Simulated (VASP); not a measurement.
# Sb2S3 (Pnma) in VASP: a series of runs

Runs on Sb2S3. Level: PBE. Tasks: single point.

Program: VASP 6.6.1. These are calculated values, not measurements. Logs are shortened: lines on timing, memory, paths and dates and some standing lists are left out, and cuts for length are marked.

**1. The cell of the first run**

Symmetry: Pnma, No. 62, orthorhombic system. The conventional cell has a = 11.137 Å, b = 3.839 Å, c = 10.918 Å, α = 90.00°, β = 90.00°, γ = 90.00°. Within 3.5 Å of Sb (site symmetry m) lie 7 S at 2.57 to 3.45 Å. Sb (site symmetry m) has 7 S at 2.50 to 3.28 Å within 3.3 Å. Within 3.6 Å of S (site symmetry m) lie 4 Sb at 2.57 to 3.45 Å and 5 S at 3.30 to 3.57 Å. Within 3.3 Å of S (site symmetry m) lie 5 Sb at 2.50 to 3.01 Å. S (site symmetry m) has 5 Sb at 2.57 to 3.28 Å and 9 S at 3.30 to 3.95 Å within 4.0 Å.

**2. Single point, PBE (23.34 Å³/atom)**

INCAR

```
PREC     = Accurate       # precision mode
ENCUT    = 500            # plane-wave cutoff, eV
EDIFF    = 1E-6           # SCF threshold, eV
ISMEAR   = 0              # smearing method
SIGMA    = 0.02           # smearing width, eV
LREAL    = False          # projectors in reciprocal space
LASPH    = True           # aspherical terms in the spheres
NELM     = 120            # most SCF steps
ALGO     = Normal         # electronic algorithm
ISIF     = 2              # what is computed and relaxed
LWAVE    = False          # write WAVECAR
LCHARG   = True           # write CHGCAR
GGA      = PE             # functional
LVHAR    = True         
NBANDS   = 72             # bands
GGA_COMPAT= False        
KPAR     = 4
```

KPOINTS

```
Automatic mesh
0
Gamma
  4 8 4
```

POSCAR

```
Sb2S3
1.0
   11.1369028925      0.0000000000      0.0000000000
    0.0000000000      3.8391396878      0.0000000000
    0.0000000000      0.0000000000     10.9175367312
Sb S
8 12
Direct
    0.4790332498      0.2500000000      0.3263066791
    0.0209667502      0.7500000000      0.8263066791
    0.9790332498      0.2500000000      0.1736933209
    0.5209667502      0.7500000000      0.6736933209
    0.3451492848      0.7500000000      0.0342817778
    0.1548507152      0.2500000000      0.5342817778
    0.8451492848      0.7500000000      0.4657182222
    0.6548507152      0.2500000000      0.9657182222
    0.2882413608      0.2500000000      0.1937986840
    0.2117586392      0.7500000000      0.6937986840
    0.7882413608      0.2500000000      0.3062013160
    0.7117586392      0.7500000000      0.8062013160
    0.5505945927      0.7500000000      0.1269995352
    0.9494054073      0.2500000000      0.6269995352
    0.0505945927      0.7500000000      0.3730004648
    0.4494054073      0.2500000000      0.8730004648
    0.3752371698      0.7500000000      0.4418329412
    0.1247628302      0.2500000000      0.9418329412
    0.8752371698      0.7500000000      0.0581670588
    0.6247628302      0.2500000000      0.5581670588
```

Potentials or basis: VASP PAW PBE potentials, release 64 (Sb, S).

Launch:

```bash
$ cat potpaw_PBE.64/Sb/POTCAR potpaw_PBE.64/S/POTCAR > POTCAR
$ mpirun -np 4 vasp_std > vasp.out
```

OUTCAR:

```text
PREC = Accurate
   ENCUT = 500
   EDIFF = 1E-6
   ISMEAR = 0
   LREAL = False
   LASPH = True
   NELM = 120
   ISIF = 2
   GGA = PE

 ion  position               nearest neighbor table
   1  0.479  0.250  0.326-   9 2.57  17 2.57  17 2.57  20 3.01  13 3.01  13 3.01
   2  0.021  0.750  0.826-  10 2.57  18 2.57  18 2.57  19 3.01  14 3.01  14 3.01
   3  0.979  0.250  0.174-  11 2.57  19 2.57  19 2.57  18 3.01  15 3.01  15 3.01
   4  0.521  0.750  0.674-  12 2.57  20 2.57  20 2.57  17 3.01  16 3.01  16 3.01
   5  0.345  0.750  0.034-  13 2.50   9 2.67   9 2.67  16 2.85  16 2.85  18 3.28  18 3.28
   6  0.155  0.250  0.534-  14 2.50  10 2.67  10 2.67  15 2.85  15 2.85  17 3.28  17 3.28
   7  0.845  0.750  0.466-  15 2.50  11 2.67  11 2.67  14 2.85  14 2.85  20 3.28  20 3.28
   8  0.655  0.250  0.966-  16 2.50  12 2.67  12 2.67  13 2.85  13 2.85  19 3.28  19 3.28
   9  0.288  0.250  0.194-   1 2.57   5 2.67   5 2.67
  10  0.212  0.750  0.694-   2 2.57   6 2.67   6 2.67
  11  0.788  0.250  0.306-   3 2.57   7 2.67   7 2.67
  12  0.712  0.750  0.806-   4 2.57   8 2.67   8 2.67
  13  0.551  0.750  0.127-   5 2.50   8 2.85   8 2.85   1 3.01   1 3.01
  14  0.949  0.250  0.627-   6 2.50   7 2.85   7 2.85   2 3.01   2 3.01
  15  0.051  0.750  0.373-   7 2.50   6 2.85   6 2.85   3 3.01   3 3.01
  16  0.449  0.250  0.873-   8 2.50   5 2.85   5 2.85   4 3.01   4 3.01
  17  0.375  0.750  0.442-   1 2.57   1 2.57   4 3.01   6 3.28   6 3.28
  18  0.125  0.250  0.942-   2 2.57   2 2.57   3 3.01   5 3.28   5 3.28
  19  0.875  0.750  0.058-   3 2.57   3 2.57   2 3.01   8 3.28   8 3.28
  20  0.625  0.250  0.558-   4 2.57   4 2.57   1 3.01   7 3.28   7 3.28

  LATTYP: Found a simple orthorhombic cell.
 ALAT       =     3.8391396878
 B/A-ratio  =     2.8437456355
 C/A-ratio  =     2.9008850415

  Lattice vectors:

 A1 = (   0.0000000000,   3.8391396878,   0.0000000000)
 A2 = (   0.0000000000,   0.0000000000,  10.9175367312)
 A3 = (  11.1369028925,   0.0000000000,   0.0000000000)

Analysis of symmetry for initial positions (statically):
=====================================================================
 Subroutine PRICEL returns:
 Original cell was already a primitive cell.

 Routine SETGRP: Setting up the symmetry group for a
 simple orthorhombic supercell.

 Subroutine GETGRP returns: Found  8 space group operations
 (whereof  2 operations were pure point group operations)
 out of a pool of  8 trial point group operations.

The static configuration has the point symmetry S_2 .
 The point group associated with its full space group is D_2h.

Analysis of symmetry for dynamics (positions and initial velocities):
[... 156 lines left out ...]
   POTIM  = 0.5000    time-step for ionic-motion
   TEBEG  =    0.0;   TEEND  =   0.0 temperature during run
   PSTRESS=    0.0 pullay stress
   NELECT =     112.0000    total number of electrons
   NUPDOWN=      -1.0000    fix difference up-down
   EMIN   =  10.00;   EMAX   =-10.00  energy-range for DOS
   EFERMI =   0.00;   METHOD = LEGACY
   ISMEAR =     0;   SIGMA  =   0.02  broadening in eV -4-tet -1-fermi 0-gaus
   EFERMI_NEDOS =   21; number of points for ismear=-14 and -15
   IALGO  =     38    algorithm
   IMIX   =      4    mixing-type and parameters
     AMIX     =   0.40;   BMIX     =  1.00
     AMIX_MAG =   1.60;   BMIX_MAG =  1.00
  volume/ion in A,a.u.               =      23.34       157.50
  Fermi-wavevector in a.u.,A,eV,Ry     =   1.017278  1.922377 14.080063  1.034855
  Thomas-Fermi vector in A             =   2.150670
   LORBIT       =      0    0 simple, 1 ext, 2 COOP (PROOUT), +10 PAW based schemes
   GGA     = PE    functional components
   LHFCALC =     F    Hartree Fock is set to
   AEXX    =    0.0000 exact exchange contribution
   IVDW    =     0    specifies the selected vdW correction
   LEPSILON=     F    determine dielectric tensor
   LRPA    =     F    only Hartree local field effects (RPA)
 non-spin polarized calculation
 Gauss-broadening in eV      SIGMA  =   0.02
  energy-cutoff  :      500.00
  volume of cell :      466.79
 maximum number of plane-waves:     11928
 NGX is ok and might be reduce to    84
   NGX = 41   NGY = 13   NGZ = 39

 number of electron     111.9999984 magnetization

 Free energy of the ion-electron system (eV)
  ---------------------------------------------------
  ext. energy  EPLUGINS =         0.00000000
  ---------------------------------------------------
  free energy    TOTEN  =       -87.34013136 eV

  energy without entropy =      -87.34013136  energy(sigma->0) =      -87.34013136

 E-fermi :   5.9023     XC(G=0):  -9.6704

 val. band max:        5.7890117344   @ k =   0.0000   0.0000   0.0000
 cond. band min:       6.9841073909   @ k =   0.0000   0.0000   0.0000
 fundamental gap:      1.1950956565
 Fermi energy:         5.9022937723

 k-point     1 :       0.0000    0.0000    0.0000
  band No.  band energies     occupation
      1      -8.6400      2.00000
      2      -8.2790      2.00000
      3      -7.8360      2.00000
      4      -7.7298      2.00000
      5      -7.6868      2.00000
      6      -7.3815      2.00000
[... 1693 lines left out ...]
     67       9.1465      0.00000
     68       9.1465      0.00000

 [... further k-points ...]

 [bands above 68 left out]

------------------------ aborting loop because EDIFF is reached ----------------------------------------

  FORCE on cell =-STRESS in cart. coord.  units (eV):
  Direction    XX          YY          ZZ          XY          YZ          ZX
  --------------------------------------------------------------------------------------
  -------------------------------------------------------------------------------------
  Total        8.3305520      8.1146042      8.2106792      0.0000000      0.0000000      0.0000000
  in kB       28.5931071     27.8519057     28.1816655      0.0000000      0.0000000      0.0000000
  external PRESSURE =      28.2088928 kB  Pullay stress =       0.0000000 kB

 VOLUME and BASIS-vectors are now :
 -----------------------------------------------------------------------------
  energy-cutoff  :      500.00
  volume of cell :      466.79
      direct lattice vectors                 reciprocal lattice vectors
    11.136902893  0.000000000  0.000000000     0.089791570  0.000000000  0.000000000
     0.000000000  3.839139688  0.000000000     0.000000000  0.260475023  0.000000000
     0.000000000  0.000000000 10.917536731     0.000000000  0.000000000  0.091595753

 POSITION                                       TOTAL-FORCE (eV/Angst)
 -----------------------------------------------------------------------------------
      5.33495      0.95978      3.56247         0.007199      0.000000     -0.012983
      0.23350      2.87935      9.02123        -0.007199     -0.000000     -0.012983
     10.90340      0.95978      1.89630         0.007199      0.000000      0.012983
      5.80196      2.87935      7.35507        -0.007199     -0.000000      0.012983
      3.84389      2.87935      0.37427         0.006727      0.000000     -0.004707
      1.72456      0.95978      5.83304        -0.006727      0.000000     -0.004707
[... 12 lines left out ...]
      9.74743      2.87935      0.63504        -0.010535     -0.000000     -0.004166
      6.95792      0.95978      6.09381         0.010535     -0.000000     -0.004166
 -----------------------------------------------------------------------------------
    total drift:                               -0.000000     -0.000000      0.000000

  FREE ENERGIE OF THE ION-ELECTRON SYSTEM (eV)
  ---------------------------------------------------
  free  energy   TOTEN  =       -87.3401313569 eV

  energy  without entropy=      -87.3401313569  energy(sigma->0) =      -87.34013136
```

stdout:

```text
POSCAR found type information on POSCAR SbS
 POSCAR found :  2 types and      20 ions
 scaLAPACK will be used
 -----------------------------------------------------------------------------
|                                                                             |
|                                                                             |
|     You have a (more or less) 'large supercell' and for larger cells it     |
|     might be more efficient to use real-space projection operators.         |
|     Therefore, try LREAL= Auto in the INCAR file.                           |
|     Mind: For very accurate calculation, you might also keep the            |
|     reciprocal projection scheme (i.e. LREAL=.FALSE.).                      |
|                                                                             |
 -----------------------------------------------------------------------------

 LDA part: xc-table for (Slater+PW92), standard interpolation
 POSCAR, INCAR and KPOINTS ok, starting setup
 FFT: planning ... GRIDC
 FFT: planning ... GRID_SOFT
 FFT: planning ... GRID
 WAVECAR not read
 entering main loop
```

It took 7.7 min on 4 MPI ranks of Intel Xeon Platinum 8488C (Sapphire Rapids), shared host; peak memory 1.1 GiB.

Results:

| Item | Value |
| --- | --- |
| Free energy | -87.3401 eV |
| Pressure | 2.8 GPa |
| Largest force | 0.015 eV/Å |
| Band gap on the k mesh | 1.20 eV |

Forces in eV/Å, atoms in the order of the input:
```
Sb   0.007  0.000 -0.013
Sb  -0.007  0.000 -0.013
Sb   0.007  0.000  0.013
Sb  -0.007  0.000  0.013
Sb   0.007  0.000 -0.005
Sb  -0.007  0.000 -0.005
Sb   0.007  0.000  0.005
Sb  -0.007  0.000  0.005
S    0.001  0.000  0.002
S   -0.001  0.000  0.002
S    0.001  0.000 -0.002
S   -0.001  0.000 -0.002
S    0.007  0.000  0.003
S   -0.007  0.000  0.003
S    0.007  0.000 -0.003
S   -0.007  0.000 -0.003
S   -0.011  0.000  0.004
S    0.011  0.000  0.004
S   -0.011  0.000 -0.004
S    0.011  0.000 -0.004
```

Caveat: spin-orbit coupling is left out, which moves the levels of the heavy elements. A k mesh can miss the band edges.

(Part 1 of 2 ends here.)
